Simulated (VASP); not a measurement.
# Hg (P6_3/mmc) in VASP: notebook

The runs below take Hg through single point, with r2SCAN.

Everything below comes from runs of VASP 6.6.1. Logs are shortened: lines on timing, memory, paths and dates and some standing lists are left out, and cuts for length are marked.

**1. The cell of the first run**

Symmetry: P6_3/mmc, No. 194, hexagonal system. Conventional cell: a = 3.423 Å, b = 3.423 Å, c = 5.473 Å, α = 90.00°, β = 90.00°, γ = 120.00°. Within 4.4 Å of Hg (site symmetry -6m2) lie 12 Hg at 3.38 to 3.42 Å.

**2. Single point, r2SCAN**

The input, POSCAR:

```
Hg
1.0
    3.4226053158      0.0000000000      0.0000000000
   -1.7113026579      2.9640631506      0.0000000000
    0.0000000000      0.0000000000      5.4725647906
Hg
2
Direct
    0.3333333333      0.6666666667      0.2500000000
    0.6666666667      0.3333333333      0.7500000000
```

The input, INCAR.step1:

```
ALGO = Normal
EDIFF = 1E-4
ENCUT = 520
GGA = PE
ISMEAR = -1
LASPH = True
LCHARG = False
LREAL = False
LWAVE = True
NBANDS = 19
NELM = 100
PREC = Accurate
SIGMA = 0.1
```

The input, INCAR.step2:

```
ALGO = Normal
EDIFF = 1E-6
ENCUT = 520
ISIF = 2
ISMEAR = -1
ISTART = 1
LASPH = True
LCHARG = False
LMIXTAU = True
LREAL = False
LWAVE = False
METAGGA = R2SCAN
NBANDS = 19
NELM = 100
PREC = Accurate
SIGMA = 0.1
```

The input, KPOINTS:

```
k-points
0
Gamma
  11 11 6
```

Potentials or basis: VASP PAW PBE potentials, release 64 (Hg).

Command:

```
> cat potpaw_PBE.64/Hg/POTCAR > POTCAR
> cp INCAR.step1 INCAR
> mpirun -np 1 vasp_std > vasp.out
> cp INCAR.step2 INCAR
> mpirun -np 1 vasp_std > vasp.out
```

OUTCAR:

```text
EDIFF = 1E-6
   ENCUT = 520
   ISIF = 2
   ISMEAR = -1
   ISTART = 1
   LASPH = True
   LREAL = False
   METAGGA = R2SCAN
   NELM = 100
   PREC = Accurate

 ion  position               nearest neighbor table
   1  0.333  0.667  0.250-   2 3.38   2 3.38   2 3.38   2 3.38   2 3.38   2 3.38
   2  0.667  0.333  0.750-   1 3.38   1 3.38   1 3.38   1 3.38   1 3.38   1 3.38

  LATTYP: Found a hexagonal cell.
 ALAT       =     3.4226053158
 C/A-ratio  =     1.5989470844

  Lattice vectors:

 A1 = (   3.4226053158,   0.0000000000,   0.0000000000)
 A2 = (  -1.7113026579,   2.9640631506,   0.0000000000)
 A3 = (   0.0000000000,   0.0000000000,   5.4725647906)

Analysis of symmetry for initial positions (statically):
=====================================================================
 Subroutine PRICEL returns:
 Original cell was already a primitive cell.

 Routine SETGRP: Setting up the symmetry group for a
 hexagonal supercell.

 Subroutine GETGRP returns: Found 24 space group operations
 (whereof 12 operations were pure point group operations)
 out of a pool of 24 trial point group operations.

The static configuration has the point symmetry D_3d.
 The point group associated with its full space group is D_6h.

Analysis of symmetry for dynamics (positions and initial velocities):
=====================================================================
 Subroutine PRICEL returns:
 Original cell was already a primitive cell.

 Routine SETGRP: Setting up the symmetry group for a
 hexagonal supercell.

 Subroutine GETGRP returns: Found 24 space group operations
 (whereof 12 operations were pure point group operations)
 out of a pool of 24 trial point group operations.

The dynamic configuration has the point symmetry D_3d.
 The point group associated with its full space group is D_6h.

 Subroutine INISYM returns: Found 24 space group operations
 (whereof 12 operations are pure point group operations),
 and found     1 'primitive' translations

----------------------------------------------------------------------------------------

                                     Primitive cell

  volume of cell :      55.5182

  direct lattice vectors                    reciprocal lattice vectors
     3.422605316  0.000000000  0.000000000     0.292175085  0.168687364  0.000000000
    -1.711302658  2.964063151  0.000000000     0.000000000  0.337374728  0.000000000
     0.000000000  0.000000000  5.472564791     0.000000000  0.000000000  0.182729678

  length of vectors
     3.422605316  3.422605316  5.472564791     0.337374728  0.337374728  0.182729678

  position of ions in fractional coordinates (direct lattice)
     0.333333333  0.666666667  0.250000000
     0.666666667  0.333333333  0.750000000

  ion indices of the primitive-cell ions
   primitive index   ion index
                 1           1
                 2           2

----------------------------------------------------------------------------------------

 KPOINTS: k-points

Automatic generation of k-mesh.
 Grid dimensions read from file:
 generate k-points for:   11   11    6

 Generating k-lattice:

  Cartesian coordinates                     Fractional coordinates (reciprocal lattice)
     0.026561371  0.015335215  0.000000000     0.090909091 -0.000000000  0.000000000
     0.000000000  0.030670430  0.000000000     0.000000000  0.090909091  0.000000000
     0.000000000  0.000000000  0.030454946     0.000000000  0.000000000  0.166666667

  Length of vectors
     0.030670430  0.030670430  0.030454946

  Shift w.r.t. Gamma in fractional coordinates (k-lattice)
     0.000000000  0.000000000  0.000000000

 Subroutine IBZKPT returns following result:
 ===========================================

 Found     64 irreducible k-points:

 Following reciprocal coordinates:
            Coordinates               Weight
  0.000000  0.000000  0.000000      1.000000
  0.090909 -0.000000  0.000000      6.000000
  0.181818 -0.000000  0.000000      6.000000
  0.272727 -0.000000  0.000000      6.000000
  0.363636 -0.000000  0.000000      6.000000
  0.454545 -0.000000  0.000000      6.000000
[... 16 lines left out ...]
  0.090909  0.090909  0.166667     12.000000
  0.181818  0.090909  0.166667     24.000000
 [... further k-points ...]
   k-points           NKPTS =     64   k-points in BZ     NKDIM =     64   number of bands    NBANDS=     19
   number of dos      NEDOS =    301   number of ions     NIONS =      2
   total plane-waves  NPLWV =  32928
   dimension x,y,z NGX =    28 NGY =   28 NGZ =   42
   dimension x,y,z NGXF=    56 NGYF=   56 NGZF=   84
   ions per type =               2
   NGX,Y,Z   is equivalent  to a cutoff of  13.60, 13.60, 12.76 a.u.
   NGXF,Y,Z  is equivalent  to a cutoff of  27.20, 27.20, 25.52 a.u.
 SYSTEM =  unknown system
   PREC   = accura    normal or accurate (medium, high low for compatibility)
   ISTART =      1    job   : 0-new  1-cont  2-samecut
   ICHARG =      0    charge: 1-file 2-atom 10-const
   ISPIN  =      1    spin polarized calculation?
   LNONCOLLINEAR =      F non collinear calculations
   LSORBIT =      F    spin-orbit coupling
   LASPH  =      T    aspherical Exc in radial PAW
   ENCUT  =  520.0 eV  38.22 Ry    6.18 a.u.   6.36  6.36 10.18*2*pi/ulx,y,z
   NELM   =    100;   NELMIN=  2; NELMDL=  0     # of ELM steps
   EDIFF  = 0.1E-05   stopping-criterion for ELM
   LREAL  =      F    real-space projection
   EDIFFG = 0.1E-04   stopping-criterion for IOM
   NSW    =      0    number of steps for IOM
   IBRION =     -1    ionic relax: 0-MD 1-quasi-New 2-CG
   NFREE  =      0    steps in history (QN), initial steepest desc. (CG)
   ISIF   =      2    stress and relaxation
   ISYM   =      2    0-nonsym 1-usesym 2-fastsym
   POTIM  = 0.5000    time-step for ionic-motion
   TEBEG  =    0.0;   TEEND  =   0.0 temperature during run
   PSTRESS=    0.0 pullay stress
   NELECT =      24.0000    total number of electrons
   NUPDOWN=      -1.0000    fix difference up-down
   EMIN   =  10.00;   EMAX   =-10.00  energy-range for DOS
   EFERMI =   0.00;   METHOD = LEGACY
   ISMEAR =    -1;   SIGMA  =   0.10  broadening in eV -4-tet -1-fermi 0-gaus
   EFERMI_NEDOS =   21; number of points for ismear=-14 and -15
   IALGO  =     38    algorithm
   IMIX   =      4    mixing-type and parameters
     AMIX     =   0.40;   BMIX     =  1.00
     AMIX_MAG =   1.60;   BMIX_MAG =  1.00
  volume/ion in A,a.u.               =      27.76       187.33
  Fermi-wavevector in a.u.,A,eV,Ry     =   1.237847  2.339191 20.847722  1.532264
  Thomas-Fermi vector in A             =   2.372397
   LORBIT       =      0    0 simple, 1 ext, 2 COOP (PROOUT), +10 PAW based schemes
   METAGGA = R2SCAN    functional components
   LHFCALC =     F    Hartree Fock is set to
   AEXX    =    0.0000 exact exchange contribution
   IVDW    =     0    specifies the selected vdW correction
   LEPSILON=     F    determine dielectric tensor
   LRPA    =     F    only Hartree local field effects (RPA)
 non-spin polarized calculation
  energy-cutoff  :      520.00
  volume of cell :       55.52
 maximum number of plane-waves:      1516
 NGX is ok and might be reduce to    28
   NGX = 13   NGY = 13   NGZ = 21

 number of electron      23.9999998 magnetization

 Free energy of the ion-electron system (eV)
  ---------------------------------------------------
  ext. energy  EPLUGINS =         0.00000000
  ---------------------------------------------------
  free energy    TOTEN  =       -98.72523491 eV

  energy without entropy =      -98.71771504  energy(sigma->0) =      -98.72147498

 E-fermi :   1.1105     XC(G=0): -10.4927

 val. band max:        1.0275044815   @ k =   0.2727   0.1818   0.0000
 cond. band min:       1.3981280531   @ k =   0.4545  -0.0000   0.3333
 fundamental gap:      0.3706235715
 Fermi energy:         1.1104733050

 k-point     1 :       0.0000    0.0000    0.0000
  band No.  band energies     occupation
      1      -6.5356      2.00000
      2      -6.0567      2.00000
      3      -5.4047      2.00000
      4      -5.3862      2.00000
      5      -5.3862      2.00000
      6      -5.2852      2.00000
[... 11 lines left out ...]
     18      15.0226      0.00000
     19      15.7256      0.00000

 k-point     2 :       0.0909   -0.0000    0.0000
  band No.  band energies     occupation
      1      -6.3756      2.00000
      2      -5.9889      2.00000
      3      -5.4674      2.00000
      4      -5.3292      2.00000
      5      -5.3165      2.00000
      6      -5.2878      2.00000
[... 11 lines left out ...]
     18      15.6143      0.00000
     19      15.8642      0.00000

 k-point     3 :       0.1818   -0.0000    0.0000
  band No.  band energies     occupation
      1      -5.9878      2.00000
      2      -5.8659      2.00000
      3      -5.4755      2.00000
      4      -5.3411      2.00000
      5      -5.3065      2.00000
      6      -5.2774      2.00000
[... 11 lines left out ...]
     18      14.3111      0.00000
     19      15.4061      0.00000

 k-point     4 :       0.2727   -0.0000    0.0000
  band No.  band energies     occupation
      1      -5.8863      2.00000
      2      -5.7875      2.00000
      3      -5.5317      2.00000
      4      -5.3600      2.00000
      5      -5.3192      2.00000
      6      -5.1501      2.00000
[... 11 lines left out ...]
     18      13.5422      0.00000
     19      14.4607      0.00000

 k-point     5 :       0.3636   -0.0000    0.0000
  band No.  band energies     occupation
      1      -5.9778      2.00000
      2      -5.8058      2.00000
      3      -5.7127      2.00000
      4      -5.4294      2.00000
      5      -5.2000      2.00000
      6      -5.1146      2.00000
[... 11 lines left out ...]
     18      13.2161      0.00000
     19      13.5742      0.00000
[... 334 lines left out ...]
      2      -5.9122      2.00000
      3      -5.5919      2.00000
      4      -5.3830      2.00000
      5      -5.3467      2.00000
      6      -5.1400      2.00000
[... 11 lines left out ...]
     18      12.9771      0.00000
     19      13.2873      0.00000

 k-point    22 :       0.4545   -0.0000    0.1667
  band No.  band energies     occupation
      1      -6.0103      2.00000
      2      -5.9939      2.00000
      3      -5.6587      2.00000
      4      -5.4159      2.00000
      5      -5.3795      2.00000
      6      -5.0685      2.00000
[... 11 lines left out ...]
     18      12.5113      0.00000
     19      13.1351      0.00000

 k-point    23 :       0.0909    0.0909    0.1667
  band No.  band energies     occupation
      1      -5.9546      2.00000
      2      -5.8460      2.00000
      3      -5.5205      2.00000
      4      -5.3660      2.00000
      5      -5.3597      2.00000
      6      -5.3038      2.00000
[... 11 lines left out ...]
     18      14.3600      0.00000
     19      14.7721      0.00000

 k-point    24 :       0.1818    0.0909    0.1667
  band No.  band energies     occupation
      1      -5.7815      2.00000
      2      -5.7442      2.00000
      3      -5.5124      2.00000
      4      -5.3951      2.00000
      5      -5.3691      2.00000
      6      -5.1897      2.00000
[... 11 lines left out ...]
     18      13.7843      0.00000
     19      14.7792      0.00000

 [... further k-points ...]
[... 5 lines left out ...]
  --------------------------------------------------------------------------------------
  -------------------------------------------------------------------------------------
  Total        0.0748315      0.0748315      0.0726876      0.0000000     -0.0000000      0.0000000
  in kB        2.1595330      2.1595330      2.0976625      0.0000000     -0.0000000      0.0000000
  external PRESSURE =       2.1389095 kB  Pullay stress =       0.0000000 kB

 VOLUME and BASIS-vectors are now :
 -----------------------------------------------------------------------------
  energy-cutoff  :      520.00
  volume of cell :       55.52
      direct lattice vectors                 reciprocal lattice vectors
     3.422605316  0.000000000  0.000000000     0.292175085  0.168687364  0.000000000
    -1.711302658  2.964063151  0.000000000     0.000000000  0.337374728  0.000000000
     0.000000000  0.000000000  5.472564791     0.000000000  0.000000000  0.182729678

 POSITION                                       TOTAL-FORCE (eV/Angst)
 -----------------------------------------------------------------------------------
     -0.00000      1.97604      1.36814        -0.000000      0.000000      0.000000
      1.71130      0.98802      4.10442         0.000000     -0.000000      0.000000
 -----------------------------------------------------------------------------------
    total drift:                               -0.000000      0.000000     -0.000000

  FREE ENERGIE OF THE ION-ELECTRON SYSTEM (eV)
  ---------------------------------------------------
  free  energy   TOTEN  =       -98.7252349144 eV

  energy  without entropy=      -98.7177150414  energy(sigma->0) =      -98.72147498
```

Wall time 4.9 min (1 thread of Intel Xeon Platinum 8488C (Sapphire Rapids), shared host); peak memory 0.21 GiB.

Results:

```
Free energy            : -98.7252 eV
Pressure               : 0.2 GPa
Band gap on the k mesh : zero (band 12 reaches 1.03 eV, above the bottom of band 13 at 0.75 eV)
```

Levels at points of the mesh, in eV from the Fermi level:
| k point | band 9 | band 10 | band 11 | band 12 | band 13 | band 14 | band 15 | band 16 |
| --- | --- | --- | --- | --- | --- | --- | --- | --- |
| (0.00, 0.00, 0.00) | -6.29 | -5.75 | -5.75 | -1.46 | -0.36 | 11.69 | 11.69 | 13.46 |
| (0.00, 0.00, 0.50) | -5.92 | -5.92 | -5.78 | -5.78 | 6.82 | 6.82 | 12.72 | 12.72 |

Caveat: the PAW data sets were made with another functional, which shifts forces and pressure a little; spin-orbit coupling is left out, which moves the levels of the heavy elements.

**3. Single point, r2SCAN (volume scaled by 0.88)**

The input, POSCAR:

```
Hg
1.0
    3.2798278146      0.0000000000      0.0000000000
   -1.6399139073      2.8404142075      0.0000000000
    0.0000000000      0.0000000000      5.2442711213
Hg
2
Direct
    0.3333333333      0.6666666667      0.2500000000
    0.6666666667      0.3333333333      0.7500000000
```

The input, INCAR.step1:

```
ALGO = Normal ; EDIFF = 1E-4
ENCUT = 520 ; GGA = PE
ISMEAR = -1 ; LASPH = True
LCHARG = False ; LREAL = False
LWAVE = True ; NBANDS = 19
NELM = 60 ; PREC = Accurate
SIGMA = 0.1
```

The input, INCAR.step2:

```
ALGO = Normal ; EDIFF = 1E-6
ENCUT = 520 ; ISIF = 2
ISMEAR = -1 ; ISTART = 1
LASPH = True ; LCHARG = False
LMIXTAU = True ; LREAL = False
LWAVE = False ; METAGGA = R2SCAN
NBANDS = 19 ; NELM = 60
PREC = Accurate ; SIGMA = 0.1
```

The input, KPOINTS:

```
k-points
0
Gamma
  12 12 7
```

Potentials or basis: VASP PAW PBE potentials, release 64 (Hg).

Command:

```
> cat potpaw_PBE.64/Hg/POTCAR > POTCAR
> cp INCAR.step1 INCAR
> mpirun -np 1 vasp_std > vasp.out
> cp INCAR.step2 INCAR
> mpirun -np 1 vasp_std > vasp.out
```

Run time: 2.9 min. Hardware: 1 thread of Intel Xeon Platinum 8488C (Sapphire Rapids), shared host; peak memory 0.2 GiB.

It converged, with:

```yaml
Free_energy: -98.6616 eV
Pressure: 3.2 GPa
Band_gap_on_the_k_mesh: zero (band 12 reaches 2.28 eV, above the bottom of band 13 at 1.16 eV)
```

Stress tensor (GPa, compression positive):
```
3.11 0.00 0.00
0.00 3.11 0.00
0.00 0.00 3.29
```

Levels at points of the mesh, in eV from the Fermi level:
```tsv
k point	band 10	band 11	band 12	band 13	band 14	band 15
(0.00, 0.00, 0.00)	-6.05	-6.05	-1.36	-1.03	12.60	12.60
(0.50, 0.00, 0.00)	-5.92	-2.46	-2.08	2.96	3.45	4.44
```

Caveat: the PAW data sets were made with another functional, which shifts forces and pressure a little; spin-orbit coupling is left out, which moves the levels of the heavy elements.

[end of part 1 of 2]
